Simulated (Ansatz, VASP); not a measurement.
SiGe: VASP beside Ansatz

```
CELL_PARAMETERS angstrom
3.90438 0.00000 0.00000
-1.95219 3.38129 0.00000
0.00000 0.00000 6.45368
ATOMIC_POSITIONS crystal
Si 0.66667 0.33333 0.87447
Si 0.33333 0.66667 0.37447
Ge 0.66667 0.33333 0.50053
Ge 0.33333 0.66667 0.00053
```

Alike in both runs: functional r2SCAN; k mesh 12 × 12 × 4; occupations gaussian, width 0.02 eV; no spin polarisation.

Ansatz relaxed the structure, and its values are those at the end. VASP's run is a single point on that final structure, the one shown.

|  | VASP | Ansatz |
| --- | --- | --- |
| version | VASP 6.6.1 | Ansatz 0.2.0 |
| potentials or method | VASP PAW PBE potentials, release 64 (Si, Ge_d), cutoff 520 eV | scalar-relativistic, plane waves, PAW |
| valence electrons in the cell | 36 | 36 |

VASP gave:

| Property | Result |
| --- | --- |
| gap on the k mesh at the Fermi level (eV) | 0.66 |
| least direct gap on the mesh (eV) | 0.78 |
| pressure (GPa) | -0.1 |

Question: What did Ansatz give for the same quantities?

Answer: gap on the k mesh at the Fermi level (eV): 0.66; least direct gap on the mesh (eV): 0.79; pressure (GPa): 0.0.

VASP's potentials were made for PBE, not for r2SCAN. With one functional, cell and mesh, what is left measures potentials, basis and numerics.
